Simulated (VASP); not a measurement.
# ZnS: single point with PBE

ZnS:

```
Zn S
1.0
     3.17923    0.00000    0.00000
     0.00000    3.17923    0.00000
     0.00000    0.00000    3.17923
Zn S
1 1
Direct
  0.00000 0.00000 0.00000
  0.50000 0.50000 0.50000
```

```
Program                : VASP 6.6.1
Task                   : single point
Functional             : PBE
Potentials or basis    : VASP PAW PBE potentials, release 64 (Zn, S)
Cutoff                 : 500 eV
k mesh                 : 4 × 4 × 4
Occupations            : fermi-dirac, width 0.02 eV
Spin                   : no spin polarisation
Dipole correction      : no
Further INCAR settings : ALGO = Normal; EDIFF = 1e-06; NBANDS = 16
```

```
Pressure               : 2.1 GPa
Band gap on the k mesh : zero (band 9 reaches 5.09 eV, above the bottom of band 10 at 3.85 eV)
```

Levels at points of the mesh, in eV from the Fermi level:
```tsv
k point	band 6	band 7	band 8	band 9	band 10	band 11	band 12	band 13
(0.00, 0.00, 0.00)	-7.00	-1.54	-1.54	-1.54	-0.77	5.88	5.88	11.99
(0.50, 0.00, 0.00)	-6.98	-6.42	-0.14	-0.14	3.62	4.62	6.92	6.92
(0.50, 0.50, 0.00)	-6.78	-5.56	-5.56	-2.02	0.17	8.19	8.19	8.89
(0.50, 0.50, 0.50)	-6.86	-2.88	-2.88	-2.88	0.99	0.99	0.99	2.00
```

It took 11 s on 1 thread of Intel Xeon 8259CL (shared host), peak memory 0.13 GiB.

Caveat: the k points lie up to 0.49 Å⁻¹ apart.
